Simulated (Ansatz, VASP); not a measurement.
**TaN: VASP beside Ansatz**

```xyz
2
Lattice="0.0122 2.2259 2.2408 2.2220 -0.0159 2.2689 2.1035 2.1355 0.1026" Properties=species:S:1:pos:R:3 pbc="T T T"
Ta    2.2006    2.1868    2.2599
N    -0.0318   -0.0141    0.0462
```

Change from the starting cell: all atoms moved at random, cell strained at random.

Alike in both runs: task single point; functional PBEsol; k mesh 14 × 14 × 16; occupations gaussian, width 0.1 eV; no spin polarisation.

|  | VASP | Ansatz |
| --- | --- | --- |
| version | VASP 6.6.1 | Ansatz 0.2.0 |
| potentials or method | VASP PAW PBE potentials, release 64 (Ta_sv_GW, N), cutoff 600 eV | scalar-relativistic, plane waves, PAW |
| valence electrons in the cell | 18 | 18 |

```csv
,VASP,Ansatz,Ansatz less VASP
gap on the k mesh at the Fermi level (eV),none,none,-
pressure (GPa),5.9,5.8,-0.10
"traceless stress, the component that is largest in VASP (GPa)",8.34,8.31,-0.033
rms of the force components (eV/Å),0.585,0.582,-0.0024
```

VASP's potentials were made for PBE, not for PBEsol. Atom by atom the forces differ by 0.002 eV/Å (rms over components). A gap of «none» marks a metal or a gap that the smearing closes. With one functional, cell and mesh, what is left measures potentials, basis and numerics.

Spin-orbit coupling is off throughout.
